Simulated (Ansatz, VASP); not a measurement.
One calculation of BaTiO3, two programs

The input POSCAR:

```
BaTiO3
1.0
    3.9939696187      0.0000000000      0.0000000000
    0.0000000000      3.9939696187      0.0000000000
    0.0000000000      0.0000000000      3.9941038410
Ba Ti O
1 1 3
Direct
    0.0000000000      0.0000000000      0.0000000000
    0.5041813037      0.5000000000      0.5000000000
    0.5000000000      0.5000000000      0.0000000000
    0.5000000000      0.0000000000      0.5000000000
    0.0000000000      0.5000000000      0.5000000000
```

The input INCAR.step1:

```
SYSTEM = BaTiO3
PREC = Accurate
ENCUT = 520
ISMEAR = 0
SIGMA = 0.05
LREAL = .False.
LASPH = .True.
NELM = 60
NBANDS = 28
GGA = PE
ALGO = Normal
EDIFF = 1E-4
LWAVE = .True.
LCHARG = .False.
```

Contents of INCAR.step2:

```
SYSTEM = BaTiO3
PREC = Accurate
ENCUT = 520
EDIFF = 1E-7
ISMEAR = 0
SIGMA = 0.05
LREAL = .False.
LASPH = .True.
NELM = 60
ALGO = Normal
ISIF = 2
LWAVE = .False.
LCHARG = .True.
METAGGA = R2SCAN
LMIXTAU = .True.
LELF = .True.
LVHAR = .True.
NBANDS = 28
ISTART = 1
```

KPOINTS

```
Automatic mesh
0
Gamma
  8 8 8
  0 0 0
```

Input for Ansatz:

```yaml
crystal:
  lattice:
    - [3.9939696187, 0.0, 0.0]
    - [0.0, 3.9939696187, 0.0]
    - [0.0, 0.0, 3.994103841]
  atoms:
    - { symbol: Ba, position: [0.0, 0.0, 0.0] }
    - { symbol: Ti, position: [0.5041813037, 0.5, 0.5] }
    - { symbol: O, position: [0.5, 0.5, 0.0] }
    - { symbol: O, position: [0.5, 0.0, 0.5] }
    - { symbol: O, position: [0.0, 0.5, 0.5] }
basis:
  ecutwfc: 500
kpoints:
  mp_grid: { grid: [8, 8, 8] }
hamiltonian:
  xc: r2scan
scf:
  occupations: { method: gaussian, width: 0.05 }
output:
  forces: true
  stress: true
  eigenvalues: true
```

Alike in both runs: task single point; functional r2SCAN; k mesh 8 × 8 × 8; occupations gaussian, width 0.05 eV; no spin polarisation.

|  | VASP | Ansatz |
| --- | --- | --- |
| version | VASP 6.6.1 | Ansatz 0.2.0 |
| potentials or method | VASP PAW PBE potentials, release 64 (Ba_sv, Ti_sv, O), cutoff 520 eV | scalar-relativistic, plane waves, PAW |
| valence electrons in the cell | 40 | 40 |

```tsv
	VASP	Ansatz	Ansatz less VASP
gap on the k mesh at the Fermi level (eV)	2.15	2.17	+0.023
least direct gap on the mesh (eV)	2.30	2.28	-0.019
pressure (GPa)	2.0	0.0	-1.99
rms of the force components (eV/Å)	0.028	0.031	+0.0028
```

VASP's potentials were made for PBE, not for r2SCAN. Atom by atom the forces differ by 0.005 eV/Å (rms over components). Ansatz's warnings: near symmetry operations not taken.

Spin-orbit coupling is off throughout.
